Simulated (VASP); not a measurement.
The system is FeO.

```xyz
2
Lattice="2.8637 0.0000 0.0000 -1.4318 2.4800 0.0000 0.0000 0.0000 2.7948" Properties=species:S:1:pos:R:3 pbc="T T T"
Fe    0.0000    0.0000    0.0000
O     1.4318    0.8267    1.3974
```

Base run:

| Property | Result |
| --- | --- |
| Program | VASP 6.6.1 |
| Functional | PBE |
| Potentials or basis | VASP PAW PBE potentials, release 64 (Fe, O) |
| Cutoff | 520 eV |
| k mesh | 10 × 10 × 9 |
| Occupations | fermi-dirac, width 0.05 eV |
| Spin | collinear spin, ferromagnetic start |
| Starting moments | [3.0, 0.0] μB |

Its results: band gap on the k mesh zero (filled and empty bands overlap); pressure -3.7 GPa; net moment 4.00 μB per cell; site moments Fe +3.57; O +0.36 μB.

Question: The run is repeated on the same cell with these changes: potentials or basis from VASP PAW PBE potentials, release 64 (Fe, O) to VASP PAW PBE potentials, release 64 (Fe_sv, O); cutoff from 520 eV to 600 eV; further incar settings from ALGO = Normal; EDIFF = 1e-06; NBANDS = 18 to ALGO = Normal; EDIFF = 1e-06; NBANDS = 22; valence electrons from 14 to 22. What comes out?

Answer: Band gap on the k mesh zero (filled and empty bands overlap); pressure -6.1 GPa; net moment 4.00 μB per cell; site moments Fe +3.47; O +0.35 μB.

Caveats: a cell with one magnetic atom can't hold antiferromagnetic order, which such compounds often take; semilocal functionals often make such compounds metallic where correlation or magnetic order opens a gap, which also shifts bond lengths.
